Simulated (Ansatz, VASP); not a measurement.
AlNi in VASP and in Ansatz

```
Ni Al
1.0
     2.88100    0.00000    0.00000
     0.00000    2.88100    0.00000
     0.00000    0.00000    2.88100
Ni Al
1 1
Direct
  0.50000 0.50000 0.50000
  0.00000 0.00000 0.00000
```

Alike in both runs: task single point; functional PBE; k mesh 9 × 9 × 9; occupations fermi-dirac, width 0.05 eV; collinear spin.

```csv
,VASP,Ansatz
version,VASP 6.6.1,Ansatz 0.2.0
potentials or method,"VASP PAW PBE potentials, release 64 (Ni, Al)",Ansatz PAW
plane-wave cutoff (eV),520,420
valence electrons in the cell,13,21
```

```tsv
	VASP	Ansatz	Ansatz less VASP
gap on the k mesh at the Fermi level (eV)	none	none	-
pressure (GPa)	2.0	2.0	-0.05
net moment per atom (μB)	0.00	0.00	0.000
```

A gap of «none» marks a metal or a gap that the smearing closes. VASP's potentials hold 13 valence electrons a cell and Ansatz's 21, so a difference there can come from the potentials and not from the codes.
